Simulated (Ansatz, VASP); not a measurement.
# ZnO: VASP beside Ansatz

INCAR

```
SYSTEM = ZnO
PREC = Accurate
ENCUT = 520
EDIFF = 1E-7
ISMEAR = 0
SIGMA = 0.05
LREAL = .False.
LASPH = .True.
NELM = 100
ALGO = Normal
ISIF = 2
LWAVE = .False.
LCHARG = .False.
GGA = PE
IVDW = 12
NBANDS = 26
```

Contents of KPOINTS:

```
regular mesh
0
Gamma
  12 12 6
  0 0 0
```

POSCAR

```
ZnO
1.0
    3.2662751495      0.0000000000      0.0000000000
   -1.6331375747      2.8286772553      0.0000000000
    0.0000000000      0.0000000000      6.9782012466
Zn O
2 2
Direct
    0.0000000000      0.0000000000      0.7500000000
    0.0000000000      0.0000000000      0.2500000000
    0.3333333333      0.6666666667      0.2500000000
    0.6666666667      0.3333333333      0.7500000000
```

Input for Ansatz:

```yaml
crystal:
  lattice:
    - [3.2662751495, 0.0, 0.0]
    - [-1.6331375747, 2.8286772553, 0.0]
    - [0.0, 0.0, 6.9782012466]
  atoms:
    - { symbol: Zn, position: [0.0, 0.0, 0.75] }
    - { symbol: Zn, position: [0.0, 0.0, 0.25] }
    - { symbol: O, position: [0.3333333333, 0.6666666667, 0.25] }
    - { symbol: O, position: [0.6666666667, 0.3333333333, 0.75] }
basis:
  ecutwfc: 420
kpoints:
  mp_grid: { grid: [12, 12, 6] }
hamiltonian:
  xc: pbe
  dispersion: d3bj
scf:
  occupations: { method: gaussian, width: 0.05 }
output:
  forces: true
  stress: true
  eigenvalues: true
  write_density: true
  write_potential: true
  elf: true
  volumetric_format: npy
```

Change from the starting cell: strain +0.1312 x Voigt [0, 0, 1, 0, 0, 0], atoms carried along.

Alike in both runs: task single point; functional PBE; dispersion D3(BJ); k mesh 12 × 12 × 6; occupations gaussian, width 0.05 eV; no spin polarisation.

|  | VASP | Ansatz |
| --- | --- | --- |
| version | VASP 6.6.1 | Ansatz 0.2.0 |
| potentials or method | VASP PAW PBE potentials, release 64 (Zn, O), cutoff 520 eV | scalar-relativistic, plane waves, PAW |
| valence electrons in the cell | 36 | 36 |

|  | VASP | Ansatz | Ansatz less VASP |
| --- | --- | --- | --- |
| gap on the k mesh at the Fermi level (eV) | 0.81 | 0.81 | -0.002 |
| least direct gap on the mesh (eV) | 0.81 | 0.81 | -0.002 |
| pressure (GPa) | 0.3 | -0.6 | -0.83 |
| traceless stress, the component that is largest in VASP (GPa) | -1.87 | -0.96 | +0.916 |
